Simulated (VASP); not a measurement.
# W (Im-3m) in VASP: further runs, part 2 of 2

VASP 6.6.1. Earlier steps stand in the parts before.

### 5 Single point, LDA

Contents of INCAR:

```
SYSTEM = W
ALGO     = Normal         ! electronic algorithm
EDIFF    = 1E-6           ! SCF threshold, eV
ENCUT    = 520            ! plane-wave cutoff, eV
ISIF     = 2              ! what is computed and relaxed
ISMEAR   = -1             ! smearing method
LASPH    = .True.         ! aspherical terms in the spheres
LCHARG   = .False.        ! write CHGCAR
LREAL    = .False.        ! projectors in reciprocal space
LWAVE    = .False.        ! write WAVECAR
NBANDS   = 13             ! bands
NELM     = 80             ! most SCF steps
PREC     = Accurate       ! precision mode
SIGMA    = 0.1            ! smearing width, eV
```

Contents of KPOINTS:

```
k-points
0
Gamma
  5 5 5
  0 0 0
```

Contents of POSCAR:

```
W
1.0
   -1.5676867250      1.5676867250      1.5676867250
    1.5676867250     -1.5676867250      1.5676867250
    1.5676867250      1.5676867250     -1.5676867250
W
1
Direct
    0.0000000000      0.0000000000      0.0000000000
```

Potentials or basis: VASP PAW LDA potentials, release 64 (W_sv).

Started as:

```
cat potpaw_LDA.64/W_sv/POTCAR > POTCAR
mpirun -np 1 vasp_std > vasp.out
```

OUTCAR:

```text
SYSTEM = W
   EDIFF = 1E-6
   ENCUT = 520
   ISIF = 2
   ISMEAR = -1
   LASPH = .True.
   LREAL = .False.
   NELM = 80
   PREC = Accurate

 ion  position               nearest neighbor table
   1  0.000  0.000  0.000-

  LATTYP: Found a body centered cubic cell.
 ALAT       =     3.1353734500

  Lattice vectors:

 A1 = (  -1.5676867250,   1.5676867250,   1.5676867250)
 A2 = (   1.5676867250,  -1.5676867250,   1.5676867250)
 A3 = (   1.5676867250,   1.5676867250,  -1.5676867250)

Analysis of symmetry for initial positions (statically):
=====================================================================
 Subroutine PRICEL returns:
 Original cell was already a primitive cell.

 Routine SETGRP: Setting up the symmetry group for a
 body centered cubic supercell.

 Subroutine GETGRP returns: Found 48 space group operations
 (whereof 48 operations were pure point group operations)
 out of a pool of 48 trial point group operations.

The static configuration has the point symmetry O_h .

[... 149 lines left out ...]
 k-point     1 :       0.0000    0.0000    0.0000
  band No.  band energies     occupation
      1     -62.0134      2.00000
      2     -25.7730      2.00000
      3     -25.7730      2.00000
      4     -25.7730      2.00000
      5       2.0388      2.00000
      6      10.4095      1.99999
      7      10.4095      1.99999
      8      10.4095      1.99999
      9      13.9739      0.00000
     10      13.9739      0.00000
     11      26.3756      0.00000
     12      26.3756      0.00000
     13      26.3756      0.00000
[... 130 lines left out ...]
  band No.  band energies     occupation
      1     -61.7639      2.00000
      2     -26.7702      2.00000
      3     -26.6756      2.00000
      4     -26.6756      2.00000
      5       6.1648      2.00000
      6       6.4014      2.00000
      7      14.4831      0.00000
      8      14.4831      0.00000
      9      16.1183      0.00000
     10      17.8712      0.00000
     11      23.9892      0.00000
     12      23.9892      0.00000
     13      30.2724      0.00000

------------------------ aborting loop because EDIFF is reached ----------------------------------------

  FORCE on cell =-STRESS in cart. coord.  units (eV):
  Direction    XX          YY          ZZ          XY          YZ          ZX
  --------------------------------------------------------------------------------------
  -------------------------------------------------------------------------------------
  Total        0.1996099      0.1996099      0.1996099     -0.0000000      0.0000000      0.0000000
  in kB       20.7517564     20.7517564     20.7517564     -0.0000000      0.0000000      0.0000000
  external PRESSURE =      20.7517564 kB  Pullay stress =       0.0000000 kB

 VOLUME and BASIS-vectors are now :
 -----------------------------------------------------------------------------
  energy-cutoff  :      520.00
  volume of cell :       15.41
      direct lattice vectors                 reciprocal lattice vectors
    -1.567686725  1.567686725  1.567686725     0.000000000  0.318941273  0.318941273
     1.567686725 -1.567686725  1.567686725     0.318941273  0.000000000  0.318941273
     1.567686725  1.567686725 -1.567686725     0.318941273  0.318941273  0.000000000

 POSITION                                       TOTAL-FORCE (eV/Angst)
 -----------------------------------------------------------------------------------
      0.00000      0.00000      0.00000        -0.000000      0.000000     -0.000000
 -----------------------------------------------------------------------------------
    total drift:                                0.000000      0.000000      0.000000

  FREE ENERGIE OF THE ION-ELECTRON SYSTEM (eV)
  ---------------------------------------------------
  free  energy   TOTEN  =       -14.1541146348 eV

  energy  without entropy=      -14.1430462671  energy(sigma->0) =      -14.14858045
```

OSZICAR:

```text
N       E                     dE             d eps       ncg     rms          rms(c)
DAV:   1     0.865550385722E+02    0.86555E+02   -0.77498E+03   260   0.120E+03
DAV:   2    -0.129453006006E+02   -0.99500E+02   -0.95254E+02   300   0.324E+02
DAV:   3    -0.148231758612E+02   -0.18779E+01   -0.18743E+01   280   0.428E+01
DAV:   4    -0.148302427890E+02   -0.70669E-02   -0.70669E-02   295   0.297E+00
DAV:   5    -0.148302989784E+02   -0.56189E-04   -0.56188E-04   275   0.247E-01    0.222E+01
DAV:   6    -0.143044568071E+02    0.52584E+00   -0.40526E-01   275   0.829E+00    0.894E+00
DAV:   7    -0.141601586676E+02    0.14430E+00   -0.20644E-01   280   0.558E+00    0.558E-01
DAV:   8    -0.141541482618E+02    0.60104E-02   -0.42667E-03   270   0.887E-01    0.885E-02
DAV:   9    -0.141541126841E+02    0.35578E-04   -0.63154E-05   290   0.902E-02    0.553E-02
DAV:  10    -0.141541146815E+02   -0.19975E-05   -0.74387E-06   270   0.379E-02    0.906E-03
DAV:  11    -0.141541146348E+02    0.46749E-07   -0.17848E-07   145   0.494E-03
   1 F= -.14154115E+02 E0= -.14148580E+02  d E =-.110684E-01
```

stdout:

```text
POSCAR found type information on POSCAR W
 POSCAR found :  1 types and       1 ions
 scaLAPACK will be used
 LDA part: xc-table for (Slater(with rela. corr.)+CA(PZ))
 , standard interpolation
 POSCAR, INCAR and KPOINTS ok, starting setup
 FFT: planning ... GRIDC
 FFT: planning ... GRID_SOFT
 FFT: planning ... GRID
 WAVECAR not read
 entering main loop
```

Wall time 1.2 s (1 thread of Intel Xeon 6975P-C (Granite Rapids), shared host); peak memory 0.11 GiB.

What came out:

```yaml
Free_energy: -14.1541 eV
Pressure: 2.1 GPa
Band_gap_on_the_k_mesh: zero (band 7 reaches 14.48 eV, above the bottom of band 8 at 10.41 eV)
```

Levels at points of the mesh, in eV from the Fermi level:
| k point | band 3 | band 4 | band 5 | band 6 | band 7 | band 8 | band 9 | band 10 | band 11 | band 12 |
| --- | --- | --- | --- | --- | --- | --- | --- | --- | --- | --- |
| (0.00, 0.00, 0.00) | -37.37 | -37.37 | -9.56 | -1.19 | -1.19 | -1.19 | 2.37 | 2.37 | 14.78 | 14.78 |

Caveat: the k points lie up to 0.57 Å⁻¹ apart; spin-orbit coupling is left out, which moves the levels of the heavy elements.

### 6 Single point, LDA

Contents of INCAR:

```
SYSTEM = W
PREC = Accurate
ENCUT = 520
EDIFF = 1E-7
ISMEAR = -1
SIGMA = 0.1
LREAL = .False.
LASPH = .True.
NELM = 60
ALGO = Normal
ISIF = 2
LWAVE = .False.
LCHARG = .True.
LELF = .True.
LVHAR = .True.
NBANDS = 13
```

Contents of KPOINTS:

```
Automatic mesh
0
Gamma
  7 7 7
  0 0 0
```

POSCAR is that of step 5.

Potentials or basis: VASP PAW LDA potentials, release 64 (W_sv).

Started as:

```
cat potpaw_LDA.64/W_sv/POTCAR > POTCAR
mpirun -np 1 vasp_std > vasp.out
```

OUTCAR:

```text
SYSTEM = W
   PREC = Accurate
   ENCUT = 520
   EDIFF = 1E-7
   ISMEAR = -1
   LREAL = .False.
   LASPH = .True.
   NELM = 60
   ISIF = 2

 ion  position               nearest neighbor table
   1  0.000  0.000  0.000-

  LATTYP: Found a body centered cubic cell.
 ALAT       =     3.1353734500

  Lattice vectors:

 A1 = (  -1.5676867250,   1.5676867250,   1.5676867250)
 A2 = (   1.5676867250,  -1.5676867250,   1.5676867250)
[... 491 lines left out ...]
     11      22.5772      0.00000
     12      22.5772      0.00000
     13      29.9170      0.00000

------------------------ aborting loop because EDIFF is reached ----------------------------------------

  FORCE on cell =-STRESS in cart. coord.  units (eV):
  Direction    XX          YY          ZZ          XY          YZ          ZX
  --------------------------------------------------------------------------------------
  -------------------------------------------------------------------------------------
  Total        0.2175646      0.2175646      0.2175646      0.0000000     -0.0000000      0.0000000
  in kB       22.6183578     22.6183578     22.6183578      0.0000000     -0.0000000      0.0000000
  external PRESSURE =      22.6183578 kB  Pullay stress =       0.0000000 kB

 VOLUME and BASIS-vectors are now :
 -----------------------------------------------------------------------------
  energy-cutoff  :      520.00
  volume of cell :       15.41
      direct lattice vectors                 reciprocal lattice vectors
    -1.567686725  1.567686725  1.567686725     0.000000000  0.318941273  0.318941273
     1.567686725 -1.567686725  1.567686725     0.318941273  0.000000000  0.318941273
     1.567686725  1.567686725 -1.567686725     0.318941273  0.318941273  0.000000000

 POSITION                                       TOTAL-FORCE (eV/Angst)
 -----------------------------------------------------------------------------------
      0.00000      0.00000      0.00000        -0.000000     -0.000000     -0.000000
 -----------------------------------------------------------------------------------
    total drift:                                0.000000     -0.000000      0.000000

  FREE ENERGIE OF THE ION-ELECTRON SYSTEM (eV)
  ---------------------------------------------------
  free  energy   TOTEN  =       -14.0522970740 eV

  energy  without entropy=      -14.0215156443  energy(sigma->0) =      -14.03690636
```

OSZICAR:

```text
N       E                     dE             d eps       ncg     rms          rms(c)
DAV:   1     0.814670025984E+02    0.81467E+02   -0.75522E+03   520   0.123E+03
DAV:   2    -0.131948562765E+02   -0.94662E+02   -0.91100E+02   605   0.313E+02
DAV:   3    -0.147020212269E+02   -0.15072E+01   -0.15041E+01   580   0.391E+01
DAV:   4    -0.147074379072E+02   -0.54167E-02   -0.54166E-02   565   0.262E+00
DAV:   5    -0.147074831322E+02   -0.45225E-04   -0.45225E-04   595   0.221E-01    0.222E+01
DAV:   6    -0.141914061618E+02    0.51608E+00   -0.39098E-01   530   0.821E+00    0.896E+00
DAV:   7    -0.140573168254E+02    0.13409E+00   -0.19456E-01   555   0.543E+00    0.497E-01
DAV:   8    -0.140524874480E+02    0.48294E-02   -0.48259E-03   540   0.963E-01    0.123E-01
DAV:   9    -0.140522954027E+02    0.19205E-03   -0.11353E-04   565   0.124E-01    0.318E-02
DAV:  10    -0.140522970453E+02   -0.16427E-05   -0.97265E-06   575   0.428E-02    0.394E-03
DAV:  11    -0.140522970740E+02   -0.28646E-07   -0.15490E-07   449   0.506E-03
   1 F= -.14052297E+02 E0= -.14036906E+02  d E =-.307814E-01
```

It took 1.9 s on 1 thread of Intel Xeon 6975P-C (Granite Rapids), shared host; peak memory 0.11 GiB.

What came out:

| Property | Result |
| --- | --- |
| Free energy | -14.0523 eV |
| Pressure | 2.3 GPa |
| Band gap on the k mesh | zero (band 7 reaches 15.40 eV, above the bottom of band 8 at 10.43 eV) |

Levels at points of the mesh, in eV from the Fermi level:
```csv
k point,band 3,band 4,band 5,band 6,band 7,band 8,band 9,band 10,band 11,band 12
"(0.00, 0.00, 0.00)",-37.53,-37.53,-9.78,-1.38,-1.38,-1.38,2.19,2.19,14.56,14.56
```

Caveat: the k points lie up to 0.40 Å⁻¹ apart; spin-orbit coupling is left out, which moves the levels of the heavy elements.

### 7 The runs side by side

```csv
spin,k mesh,gap on the mesh (eV),pressure (GPa)
"non-collinear, zero start, SOC",14 × 14 × 14,-,2.8
off,2 × 2 × 2,none,17.8
off,4 × 4 × 4,none,1.2
off,5 × 5 × 5,none,2.1
off,7 × 7 × 7,none,2.3
```

Alike in all rows: task single point; level LDA; potentials or basis VASP PAW LDA potentials, release 64 (W_sv); cell as given; cutoff (eV) 520; smearing fermi-dirac 0.1 eV.

Caveats: some runs use coarse meshes; spin-orbit coupling is left out, which moves the levels of the heavy elements (some runs).

Total energies depend on the potentials used, so only differences within one code and one set of settings carry meaning.
